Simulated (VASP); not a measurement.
# GaN (Pmc2_1) in VASP: further runs, part 2 of 2

VASP 6.6.1. The steps go on from the part before.

## (3) Single point, LDA (atoms displaced along several vibrational modes)

INCAR

```
ALGO = Normal
EDIFF = 1E-6
ENCUT = 520
ISIF = 2
ISMEAR = 0
LASPH = True
LCHARG = False
LREAL = False
LWAVE = False
NBANDS = 46
NELM = 60
PREC = Accurate
SIGMA = 0.05
```

KPOINTS

```
k-points
0
Gamma
  8 6 6
```

POSCAR

```
GaN
1.0
   -3.1515767111      0.0000000000      0.0000000000
    0.0000000000      0.0000000000     -5.1382481593
    0.0000000000     -5.4586909876      0.0000000000
Ga N
4 4
Direct
    0.5000000000      0.0023056805      0.1797169947
    0.0000000000     -0.0080189970      0.6536225284
    0.0000000000      0.4919810030      0.3463774716
    0.5000000000      0.5023056805      0.8202830053
    0.5000000000      0.6396134740      0.1685733168
    0.0000000000      0.6444046297      0.6647980818
    0.0000000000      0.1444046297      0.3352019182
    0.5000000000      0.1396134740      0.8314266832
```

Potentials or basis: VASP PAW LDA potentials, release 64 (Ga_d, N).

Started as:

```bash
$ cat potpaw_LDA.64/Ga_d/POTCAR potpaw_LDA.64/N/POTCAR > POTCAR
$ mpirun -np 1 vasp_std > vasp.out
```

OUTCAR:

```text
EDIFF = 1E-6
   ENCUT = 520
   ISIF = 2
   ISMEAR = 0
   LASPH = True
   LREAL = False
   NELM = 60
   PREC = Accurate

 ion  position               nearest neighbor table
   1  0.500  0.002  0.180-   5 1.86   7 1.93   7 1.93   8 2.03
   2  0.000  0.992  0.654-   6 1.79   7 1.91   8 2.00   8 2.00
   3  0.000  0.492  0.346-   7 1.79   6 1.91   5 2.00   5 2.00
   4  0.500  0.502  0.820-   8 1.86   6 1.93   6 1.93   5 2.03
   5  0.500  0.640  0.169-   1 1.86   3 2.00   3 2.00   4 2.03
   6  0.000  0.644  0.665-   2 1.79   3 1.91   4 1.93   4 1.93
   7  0.000  0.144  0.335-   3 1.79   2 1.91   1 1.93   1 1.93
[... 1393 lines left out ...]
  Total       -1.2931356     -1.3512959      8.3105388      0.0000000      0.0000000      0.0000000
  in kB      -23.4381422    -24.4923001    150.6288975      0.0000000      0.0000000      0.0000000
  external PRESSURE =      34.2328184 kB  Pullay stress =       0.0000000 kB

 VOLUME and BASIS-vectors are now :
 -----------------------------------------------------------------------------
  energy-cutoff  :      520.00
  volume of cell :       88.40
      direct lattice vectors                 reciprocal lattice vectors
    -3.151576711  0.000000000  0.000000000    -0.317301494  0.000000000  0.000000000
     0.000000000  0.000000000 -5.138248159     0.000000000  0.000000000 -0.194618860
     0.000000000 -5.458690988  0.000000000     0.000000000 -0.183194103  0.000000000

 POSITION                                       TOTAL-FORCE (eV/Angst)
 -----------------------------------------------------------------------------------
     -1.57579     -0.98102     -0.01185         0.000000      1.555808     -0.795203
      0.00000     -3.56792     -5.09704         0.000000     -1.630488     -2.864659
      0.00000     -1.89077     -2.52792         0.000000      1.630488     -2.864659
     -1.57579     -4.47767     -2.58097         0.000000     -1.555808     -0.795203
     -1.57579     -0.92019     -3.28649         0.000000     -0.090244      1.385926
      0.00000     -3.62893     -3.31111         0.000000     -0.121815      2.273935
      0.00000     -1.82976     -0.74199         0.000000      0.121815      2.273935
     -1.57579     -4.53850     -0.71737         0.000000      0.090244      1.385926
 -----------------------------------------------------------------------------------
    total drift:                               -0.000000     -0.000002     -0.000297

  FREE ENERGIE OF THE ION-ELECTRON SYSTEM (eV)
  ---------------------------------------------------
  free  energy   TOTEN  =       -55.1584295017 eV

  energy  without entropy=      -55.1584295017  energy(sigma->0) =      -55.15842950
```

OSZICAR:

```text
N       E                     dE             d eps       ncg     rms          rms(c)
DAV:   1     0.806565700444E+03    0.80657E+03   -0.32720E+04  8268   0.295E+03
DAV:   2     0.101131118147E+03   -0.70543E+03   -0.66890E+03  7512   0.726E+02
DAV:   3    -0.515996586623E+02   -0.15273E+03   -0.14799E+03  8432   0.223E+02
DAV:   4    -0.632440828150E+02   -0.11644E+02   -0.11513E+02  9102   0.643E+01
DAV:   5    -0.636581136756E+02   -0.41403E+00   -0.41285E+00  9372   0.121E+01    0.154E+01
DAV:   6    -0.551021746005E+02    0.85559E+01   -0.25468E+01 13962   0.593E+01    0.429E+00
DAV:   7    -0.552845812918E+02   -0.18241E+00   -0.40161E+00  8198   0.103E+01    0.371E+00
DAV:   8    -0.551808376502E+02    0.10374E+00   -0.37727E-01 11396   0.616E+00    0.922E-01
DAV:   9    -0.551578893738E+02    0.22948E-01   -0.95472E-02 11060   0.396E+00    0.440E-01
DAV:  10    -0.551584385217E+02   -0.54915E-03   -0.12197E-02  9120   0.866E-01    0.245E-01
DAV:  11    -0.551584484482E+02   -0.99266E-05   -0.10255E-03 10716   0.762E-01    0.413E-02
DAV:  12    -0.551584212679E+02    0.27180E-04   -0.26504E-04 11166   0.487E-01    0.417E-02
DAV:  13    -0.551584297667E+02   -0.84988E-05   -0.15032E-04 10518   0.998E-02    0.229E-02
DAV:  14    -0.551584309212E+02   -0.11545E-05   -0.16100E-05  8218   0.280E-02    0.175E-02
DAV:  15    -0.551584297902E+02    0.11310E-05   -0.28882E-06  6534   0.153E-01    0.464E-03
DAV:  16    -0.551584295017E+02    0.28847E-06   -0.51531E-06  7776   0.488E-02
   1 F= -.55158430E+02 E0= -.55158430E+02  d E =-.313219E-12
```

stdout:

```text
POSCAR found type information on POSCAR GaN
 POSCAR found :  2 types and       8 ions
 scaLAPACK will be used
 LDA part: xc-table for (Slater(with rela. corr.)+CA(PZ))
 , standard interpolation
 POSCAR, INCAR and KPOINTS ok, starting setup
 FFT: planning ... GRIDC
 FFT: planning ... GRID_SOFT
 FFT: planning ... GRID
 WAVECAR not read
 entering main loop
```

Run time: 7.9 min. Hardware: 1 thread of Intel Xeon 8259CL, shared host; peak memory 0.33 GiB.

What came out:

```yaml
Free_energy: -55.1584 eV
Pressure: 3.4 GPa
Largest_force: 3.296 eV/Å
Band_gap_on_the_k_mesh: 1.91 eV
```

Forces in eV/Å, atoms in the order of the input:
```
Ga   0.000  1.556 -0.795
Ga   0.000 -1.630 -2.865
Ga   0.000  1.630 -2.865
Ga   0.000 -1.556 -0.795
N    0.000 -0.090  1.386
N    0.000 -0.122  2.274
N    0.000  0.122  2.274
N    0.000  0.090  1.386
```

Stress tensor (GPa, compression positive):
```
-2.34  0.00  0.00
 0.00 -2.45  0.00
 0.00  0.00 15.06
```

Levels at points of the mesh, in eV from the valence-band top:
```csv
k point,band 32,band 33,band 34,band 35,band 36,band 37,band 38,band 39,band 40,band 41
"(0.00, 0.00, 0.00)",-1.25,-0.64,-0.50,-0.05,0.00,1.91,4.36,4.91,5.33,5.74
"(0.50, 0.00, 0.00)",-3.86,-2.83,-2.19,-2.05,-1.97,4.56,5.39,6.44,6.78,7.37
"(0.00, 0.50, 0.00)",-2.21,-0.66,-0.66,-0.56,-0.56,3.94,3.94,4.34,4.34,7.78
"(0.50, 0.50, 0.00)",-3.51,-2.33,-2.33,-1.81,-1.81,5.35,5.35,5.86,5.86,7.60
"(0.00, 0.00, 0.50)",-2.14,-1.33,-1.10,-0.53,-0.25,4.05,4.44,5.87,6.00,6.72
"(0.50, 0.00, 0.50)",-2.91,-2.88,-2.61,-1.01,-0.80,4.51,5.02,5.26,5.56,5.61
"(0.00, 0.50, 0.50)",-2.18,-1.90,-1.90,-0.97,-0.97,4.75,4.75,5.30,5.30,7.42
"(0.50, 0.50, 0.50)",-2.18,-2.11,-2.11,-1.81,-1.81,3.72,3.72,4.43,4.43,7.62
```

Caveat: the cell differs from its parent crystal (atoms displaced along several vibrational modes); the stress differs along the axes, from -2 to 15 GPa; forces of over 1 eV/Å act on the atoms, so gaps and moduli don't describe the material at rest.
